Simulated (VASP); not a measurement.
Wanted: the native input for a VASP 6.6.1 run.

```
Task                   : single point
Functional             : LDA
Potentials or basis    : VASP PAW LDA potentials, release 64 (Si, O)
Cutoff                 : 520 eV
k mesh                 : 6 × 6 × 6
Occupations            : fermi-dirac, width 0.05 eV
Spin                   : no spin polarisation
Dipole correction      : no
Further INCAR settings : ALGO = Normal; EDIFF = 1e-06; NBANDS = 44
```

The structure of SiO2 lies in POSCAR:

```
SiO2
1.0
   -2.6233364600      4.7767535050      4.4416747250
    2.6233364600     -4.7767535050      4.4416747250
    2.6233364600      4.7767535050     -4.4416747250
Si O
4 8
Direct
    0.2603409800      0.8449448900      0.4153960900
    0.0704512000      0.1550551100      0.9153960900
    0.7396590200      0.1550551100      0.5846039100
    0.9295488000      0.8449448900      0.0846039100
    0.5000000000      0.0000000000      0.5000000000
    0.0000000000      0.0000000000      0.0000000000
    0.7931754100      0.0000000000      0.2931754100
    0.2068245900      0.5000000000      0.2068245900
    0.2068245900      0.0000000000      0.7068245900
    0.7931754100      0.5000000000      0.7931754100
    0.8693111300      0.1193111300      0.7500000000
    0.1306888700      0.8806888700      0.2500000000
```

The input as run:

INCAR

```
PREC     = Accurate       # precision mode
ENCUT    = 520            # plane-wave cutoff, eV
EDIFF    = 1E-6           # SCF threshold, eV
ISMEAR   = -1             # smearing method
SIGMA    = 0.05           # smearing width, eV
LREAL    = F              # projectors in reciprocal space
LASPH    = T              # aspherical terms in the spheres
NELM     = 60             # most SCF steps
ALGO     = Normal         # electronic algorithm
ISIF     = 2              # what is computed and relaxed
LWAVE    = F              # write WAVECAR
LCHARG   = F              # write CHGCAR
NBANDS   = 44             # bands
```

KPOINTS

```
regular mesh
0
Gamma
  6 6 6
```

Potentials or basis: VASP PAW LDA potentials, release 64 (Si, O).

Run with:

```bash
$ cat potpaw_LDA.64/Si/POTCAR potpaw_LDA.64/O/POTCAR > POTCAR
$ mpirun -np 1 vasp_std > vasp.out
```

It gave:

```json
{"Pressure": "-0.8 GPa", "Largest force": "0.050 eV/Å", "Band gap on the k mesh": "5.41 eV"}
```

Wall time 13 min on 1 thread of Intel(R) Xeon(R) Platinum 8488C (Sapphire Rapids) (shared host), peak memory 0.5 GiB.
